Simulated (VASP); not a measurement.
# BeS (F-43m) in VASP: further runs

BeS is run at these levels: PBEsol; tasks: single point, relaxation of cell and atoms.

Everything below comes from runs of VASP 6.6.1. Logs are shortened: lines on timing, memory, paths and dates and some standing lists are left out, and cuts for length are marked.

## 1. The cell of the first run

Symmetry: F-43m, No. 216, cubic system. Conventional cell: a = 4.870 Å, b = 4.870 Å, c = 4.870 Å, α = 90.00°, β = 90.00°, γ = 90.00°. Within 2.8 Å of Be (site symmetry -43m) lie 4 S at 2.11 Å. Within 2.8 Å of S (site symmetry -43m) lie 4 Be at 2.11 Å.

## 2. Single point, PBEsol

The input, INCAR:

```
ALGO = Normal ; EDIFF = 1E-6
ENCUT = 600 ; GGA = PS
GGA_COMPAT = F ; ISIF = 2
ISMEAR = 0 ; LASPH = T
LCHARG = F ; LREAL = F
LWAVE = F ; NBANDS = 11
NELM = 120 ; PREC = Accurate
SIGMA = 0.1
```

The input, KPOINTS:

```
k-points
0
Gamma
  6 6 6
```

The input, POSCAR:

```
BeS
1.0
    0.0000000000      2.4350000000      2.4350000000
    2.4350000000      0.0000000000      2.4350000000
    2.4350000000      2.4350000000      0.0000000000
Be S
1 1
Direct
    0.0000000000      0.0000000000      0.0000000000
    0.2500000000      0.2500000000      0.2500000000
```

Potentials or basis: VASP PAW PBE potentials, release 64 (Be, S).

Run with:

```bash
$ cat potpaw_PBE.64/Be/POTCAR potpaw_PBE.64/S/POTCAR > POTCAR
$ mpirun -np 1 vasp_std > vasp.out
```

OUTCAR:

```text
EDIFF = 1E-6
   ENCUT = 600
   GGA = PS
   ISIF = 2
   ISMEAR = 0
   LASPH = T
   LREAL = F
   NELM = 120
   PREC = Accurate

 ion  position               nearest neighbor table
   1  0.000  0.000  0.000-   2 2.11   2 2.11   2 2.11   2 2.11
   2  0.250  0.250  0.250-   1 2.11   1 2.11   1 2.11   1 2.11

  LATTYP: Found a face centered cubic cell.
 ALAT       =     4.8700000000

  Lattice vectors:

 A1 = (   0.0000000000,   2.4350000000,   2.4350000000)
 A2 = (   2.4350000000,   0.0000000000,   2.4350000000)
 A3 = (   2.4350000000,   2.4350000000,   0.0000000000)

Analysis of symmetry for initial positions (statically):
=====================================================================
 Subroutine PRICEL returns:
 Original cell was already a primitive cell.

 Routine SETGRP: Setting up the symmetry group for a
 face centered cubic supercell.

 Subroutine GETGRP returns: Found 24 space group operations
 (whereof 24 operations were pure point group operations)
 out of a pool of 48 trial point group operations.

The static configuration has the point symmetry T_d .

Analysis of symmetry for dynamics (positions and initial velocities):
=====================================================================
 Subroutine PRICEL returns:
 Original cell was already a primitive cell.

 Routine SETGRP: Setting up the symmetry group for a
 face centered cubic supercell.

 Subroutine GETGRP returns: Found 24 space group operations
 (whereof 24 operations were pure point group operations)
 out of a pool of 48 trial point group operations.

The dynamic configuration has the point symmetry T_d .

 Subroutine INISYM returns: Found 24 space group operations
 (whereof 24 operations are pure point group operations),
 and found     1 'primitive' translations

----------------------------------------------------------------------------------------

                                     Primitive cell

  volume of cell :      28.8753

  direct lattice vectors                    reciprocal lattice vectors
     0.000000000  2.435000000  2.435000000    -0.205338809  0.205338809  0.205338809
     2.435000000  0.000000000  2.435000000     0.205338809 -0.205338809  0.205338809
     2.435000000  2.435000000  0.000000000     0.205338809  0.205338809 -0.205338809

  length of vectors
     3.443610024  3.443610024  3.443610024     0.355657250  0.355657250  0.355657250

  position of ions in fractional coordinates (direct lattice)
     0.000000000  0.000000000  0.000000000
     0.250000000  0.250000000  0.250000000

  ion indices of the primitive-cell ions
   primitive index   ion index
                 1           1
                 2           2

----------------------------------------------------------------------------------------

 KPOINTS: k-points

Automatic generation of k-mesh.
 Grid dimensions read from file:
 generate k-points for:    6    6    6

 Generating k-lattice:

  Cartesian coordinates                     Fractional coordinates (reciprocal lattice)
    -0.034223135  0.034223135  0.034223135     0.166666667  0.000000000  0.000000000
     0.034223135 -0.034223135  0.034223135     0.000000000  0.166666667  0.000000000
     0.034223135  0.034223135 -0.034223135     0.000000000  0.000000000  0.166666667

  Length of vectors
     0.059276208  0.059276208  0.059276208

  Shift w.r.t. Gamma in fractional coordinates (k-lattice)
     0.000000000  0.000000000  0.000000000

 Subroutine IBZKPT returns following result:
 ===========================================

 Found     16 irreducible k-points:

 Following reciprocal coordinates:
            Coordinates               Weight
  0.000000  0.000000  0.000000      1.000000
  0.166667  0.000000  0.000000      8.000000
  0.333333  0.000000  0.000000      8.000000
  0.500000  0.000000  0.000000      4.000000
  0.166667  0.166667  0.000000      6.000000
  0.333333  0.166667  0.000000     24.000000
[... 8 lines left out ...]
 -0.333333  0.333333  0.166667     24.000000
 -0.333333  0.500000  0.166667     12.000000
   k-points           NKPTS =     16   k-points in BZ     NKDIM =     16   number of bands    NBANDS=     11
   number of dos      NEDOS =    301   number of ions     NIONS =      2
   total plane-waves  NPLWV =  21952
   dimension x,y,z NGX =    28 NGY =   28 NGZ =   28
   dimension x,y,z NGXF=    56 NGYF=   56 NGZF=   56
   ions per type =               1   1
   NGX,Y,Z   is equivalent  to a cutoff of  13.52, 13.52, 13.52 a.u.
   NGXF,Y,Z  is equivalent  to a cutoff of  27.03, 27.03, 27.03 a.u.
 SYSTEM =  unknown system
   PREC   = accura    normal or accurate (medium, high low for compatibility)
   ISTART =      0    job   : 0-new  1-cont  2-samecut
   ICHARG =      2    charge: 1-file 2-atom 10-const
   ISPIN  =      1    spin polarized calculation?
   LNONCOLLINEAR =      F non collinear calculations
   LSORBIT =      F    spin-orbit coupling
   LASPH  =      T    aspherical Exc in radial PAW
   ENCUT  =  600.0 eV  44.10 Ry    6.64 a.u.   6.88  6.88  6.88*2*pi/ulx,y,z
   NELM   =    120;   NELMIN=  2; NELMDL= -5     # of ELM steps
   EDIFF  = 0.1E-05   stopping-criterion for ELM
   LREAL  =      F    real-space projection
   EDIFFG = 0.1E-04   stopping-criterion for IOM
   NSW    =      0    number of steps for IOM
   IBRION =     -1    ionic relax: 0-MD 1-quasi-New 2-CG
   NFREE  =      0    steps in history (QN), initial steepest desc. (CG)
   ISIF   =      2    stress and relaxation
   ISYM   =      2    0-nonsym 1-usesym 2-fastsym
   POTIM  = 0.5000    time-step for ionic-motion
   TEBEG  =    0.0;   TEEND  =   0.0 temperature during run
   PSTRESS=    0.0 pullay stress
   NELECT =       8.0000    total number of electrons
   NUPDOWN=      -1.0000    fix difference up-down
   EMIN   =  10.00;   EMAX   =-10.00  energy-range for DOS
   EFERMI =   0.00;   METHOD = LEGACY
   ISMEAR =     0;   SIGMA  =   0.10  broadening in eV -4-tet -1-fermi 0-gaus
   EFERMI_NEDOS =   21; number of points for ismear=-14 and -15
   IALGO  =     38    algorithm
   IMIX   =      4    mixing-type and parameters
     AMIX     =   0.40;   BMIX     =  1.00
     AMIX_MAG =   1.60;   BMIX_MAG =  1.00
  volume/ion in A,a.u.               =      14.44        97.43
  Fermi-wavevector in a.u.,A,eV,Ry     =   1.067241  2.016793 15.497083  1.139003
  Thomas-Fermi vector in A             =   2.202851
   LORBIT       =      0    0 simple, 1 ext, 2 COOP (PROOUT), +10 PAW based schemes
   GGA     = PS    functional components
   LHFCALC =     F    Hartree Fock is set to
   AEXX    =    0.0000 exact exchange contribution
   IVDW    =     0    specifies the selected vdW correction
   LEPSILON=     F    determine dielectric tensor
   LRPA    =     F    only Hartree local field effects (RPA)
 non-spin polarized calculation
 Gauss-broadening in eV      SIGMA  =   0.10
  energy-cutoff  :      600.00
  volume of cell :       28.88
 maximum number of plane-waves:       982
   NGX = 13   NGY = 13   NGZ = 13

 number of electron       7.9999999 magnetization

 Free energy of the ion-electron system (eV)
  ---------------------------------------------------
  ext. energy  EPLUGINS =         0.00000000
  ---------------------------------------------------
  free energy    TOTEN  =       -10.55885624 eV

  energy without entropy =      -10.55885624  energy(sigma->0) =      -10.55885624

 E-fermi :   4.5416     XC(G=0):  -9.8501

 val. band max:        4.0188681883   @ k =   0.0000   0.0000   0.0000
 cond. band min:       6.9729461997   @ k =   0.5000   0.5000   0.0000
 fundamental gap:      2.9540780114
 Fermi energy:         4.5415589794

 k-point     1 :       0.0000    0.0000    0.0000
  band No.  band energies     occupation
      1      -9.6158      2.00000
      2       4.0189      2.00000
      3       4.0189      2.00000
      4       4.0189      2.00000
      5       9.6222      0.00000
      6       9.6328      0.00000
      7       9.6328      0.00000
      8       9.6328      0.00000
      9      16.7870      0.00000
     10      16.7870      0.00000
     11      18.5983      0.00000

 k-point     2 :       0.1667    0.0000    0.0000
  band No.  band energies     occupation
      1      -9.3071      2.00000
      2       2.1196      2.00000
      3       3.6948      2.00000
      4       3.6948      2.00000
      5       9.4667      0.00000
      6      10.1929      0.00000
      7      10.1929      0.00000
      8      11.6900      0.00000
      9      15.8274      0.00000
     10      15.8274      0.00000
     11      18.2856      0.00000

 k-point     3 :       0.3333    0.0000    0.0000
  band No.  band energies     occupation
      1      -8.5365      2.00000
      2      -0.5442      2.00000
      3       3.1953      2.00000
      4       3.1953      2.00000
      5       9.3919      0.00000
      6      10.6055      0.00000
      7      10.6055      0.00000
      8      14.1736      0.00000
      9      16.5565      0.00000
     10      16.5565      0.00000
     11      17.9867      0.00000

 k-point     4 :       0.5000    0.0000    0.0000
  band No.  band energies     occupation
      1      -8.0148      2.00000
      2      -1.7661      2.00000
      3       2.9922      2.00000
      4       2.9922      2.00000
      5       9.3511      0.00000
      6      10.5027      0.00000
      7      10.5027      0.00000
      8      14.9381      0.00000
      9      18.8853      0.00000
     10      18.8853      0.00000
     11      18.9306      0.00000
[... 127 lines left out ...]
 k-point    14 :       0.5000    0.3333    0.1667
  band No.  band energies     occupation
      1      -7.9685      2.00000
      2      -0.3660      2.00000
      3       1.0336      2.00000
      4       2.1117      2.00000
      5       9.6499      0.00000
      6      10.9302      0.00000
      7      11.7257      0.00000
      8      14.2079      0.00000
      9      16.4764      0.00000
     10      18.4799      0.00000
     11      20.5421      0.00000

 k-point    15 :      -0.3333    0.3333    0.1667
  band No.  band energies     occupation
      1      -7.5890      2.00000
      2      -0.8405      2.00000
      3       0.5813      2.00000
      4       1.6348      2.00000
      5      10.0625      0.00000
      6      10.9303      0.00000
      7      13.3704      0.00000
      8      14.1537      0.00000
      9      15.1175      0.00000
     10      19.3862      0.00000
     11      20.1704      0.00000

 k-point    16 :      -0.3333    0.5000    0.1667
  band No.  band energies     occupation
      1      -7.4363      2.00000
      2      -0.5682      2.00000
      3       0.6064      2.00000
      4       0.8250      2.00000
      5       9.0170      0.00000
      6      10.5914      0.00000
      7      13.8909      0.00000
      8      14.4026      0.00000
      9      18.2553      0.00000
     10      18.4230      0.00000
     11      20.9235      0.00000

------------------------ aborting loop because EDIFF is reached ----------------------------------------

  FORCE on cell =-STRESS in cart. coord.  units (eV):
  Direction    XX          YY          ZZ          XY          YZ          ZX
  --------------------------------------------------------------------------------------
  -------------------------------------------------------------------------------------
  Total       -0.2937103     -0.2937103     -0.2937103     -0.0000000      0.0000000      0.0000000
  in kB      -16.2968197    -16.2968197    -16.2968197     -0.0000000      0.0000000      0.0000000
  external PRESSURE =     -16.2968197 kB  Pullay stress =       0.0000000 kB

 VOLUME and BASIS-vectors are now :
 -----------------------------------------------------------------------------
  energy-cutoff  :      600.00
  volume of cell :       28.88
      direct lattice vectors                 reciprocal lattice vectors
     0.000000000  2.435000000  2.435000000    -0.205338809  0.205338809  0.205338809
     2.435000000  0.000000000  2.435000000     0.205338809 -0.205338809  0.205338809
     2.435000000  2.435000000  0.000000000     0.205338809  0.205338809 -0.205338809

 POSITION                                       TOTAL-FORCE (eV/Angst)
 -----------------------------------------------------------------------------------
      0.00000      0.00000      0.00000         0.000000      0.000000      0.000000
      1.21750      1.21750      1.21750        -0.000000     -0.000000     -0.000000
 -----------------------------------------------------------------------------------
    total drift:                               -0.000000     -0.000000     -0.000000

  FREE ENERGIE OF THE ION-ELECTRON SYSTEM (eV)
  ---------------------------------------------------
  free  energy   TOTEN  =       -10.5588562373 eV

  energy  without entropy=      -10.5588562373  energy(sigma->0) =      -10.55885624
```

It took 8.9 s on 1 thread of Intel Xeon 8259CL, shared host; peak memory 0.15 GiB.

Results:

* Free energy: -10.5589 eV
* Pressure: -1.6 GPa
* Band gap on the k mesh: 2.95 eV (least direct gap 5.58 eV)

Caveat: the PAW data sets were made with another functional, which shifts forces and pressure a little. A k mesh can miss the band edges.

## 3. Single point, PBEsol

This run uses another cell than the first one, of 14.15 Å³/atom.

The input, INCAR:

```
SYSTEM = BeS
  PREC = Accurate
  ENCUT = 600
  EDIFF = 1E-6
  ISMEAR = 0
  SIGMA = 0.02
  LREAL = .False.
  LASPH = .True.
  NELM = 120
  ALGO = Normal
  ISIF = 2
  LWAVE = .False.
  LCHARG = .False.
  GGA = PS
  NBANDS = 11
  GGA_COMPAT = .False.
```

The input, KPOINTS:

```
Automatic mesh
0
Gamma
  10 10 10
  0 0 0
```

The input, POSCAR:

```
BeS
1.0
    0.0000000000      2.4188329135      2.4188329135
    2.4188329135      0.0000000000      2.4188329135
    2.4188329135      2.4188329135      0.0000000000
Be S
1 1
Direct
    0.0000000000      0.0000000000      0.0000000000
    0.2500000000      0.2500000000      0.2500000000
```

Potentials or basis: VASP PAW PBE potentials, release 64 (Be, S).

Run with:

```bash
$ cat potpaw_PBE.64/Be/POTCAR potpaw_PBE.64/S/POTCAR > POTCAR
$ mpirun -np 1 vasp_std > vasp.out
```

It took 20 s on 1 thread of Intel Xeon 8259CL, shared host; peak memory 0.16 GiB.

It converged, with:

```
Free energy            : -10.5646 eV
Pressure               : 0.2 GPa
Band gap on the k mesh : 2.91 eV (least direct gap 5.61 eV)
```

Levels at points of the mesh, in eV from the valence-band top:
```csv
k point,band 2,band 3,band 4,band 5,band 6,band 7
"(0.00, 0.00, 0.00)",0.00,0.00,0.00,5.61,5.61,5.61
"(0.50, 0.00, 0.00)",-5.91,-1.05,-1.05,5.41,6.48,6.48
"(0.50, 0.50, 0.00)",-5.11,-2.70,-2.70,2.91,4.80,12.81
```

Caveat: the PAW data sets were made with another functional, which shifts forces and pressure a little. A k mesh can miss the band edges.

## 4. Single point, PBEsol

This run uses another cell than the first one, of 14.15 Å³/atom.

The input, INCAR:

```
SYSTEM = BeS
PREC = Accurate
ENCUT = 600
EDIFF = 1E-6
ISMEAR = 0
SIGMA = 0.01
LREAL = .FALSE.
LASPH = .TRUE.
NELM = 120
ALGO = Normal
ISIF = 2
LWAVE = .FALSE.
LCHARG = .TRUE.
GGA = PS
LELF = .TRUE.
LVHAR = .TRUE.
NBANDS = 11
GGA_COMPAT = .FALSE.
```

The input, KPOINTS:

```
regular mesh
0
G
  10 10 10
  0 0 0
```

POSCAR is that of step 3.

Run with:

```bash
$ cat potpaw_PBE.64/Be/POTCAR potpaw_PBE.64/S/POTCAR > POTCAR
$ mpirun -np 1 vasp_std > vasp.out
```

It took 25 s on 1 thread of Intel Xeon 8259CL, shared host; peak memory 0.16 GiB.

It converged, with:

- Free energy: -10.5646 eV
- Pressure: 0.2 GPa
- Band gap on the k mesh: 2.91 eV (least direct gap 5.61 eV)

Levels at points of the mesh, in eV from the valence-band top:
```
           k point  band 1  band 2  band 3  band 4  band 5  band 6  band 7  band 8  band 9
(0.00, 0.00, 0.00)  -13.77    0.00    0.00    0.00    5.61    5.61    5.61    5.77   12.81
(0.50, 0.00, 0.00)  -12.11   -5.91   -1.05   -1.05    5.41    6.48    6.48   11.01   14.96
(0.50, 0.50, 0.00)  -11.56   -5.11   -2.70   -2.70    2.91    4.80   12.81   12.81   15.50
```

Caveat: the PAW data sets were made with another functional, which shifts forces and pressure a little.

(Part 1 of 2 ends here.)
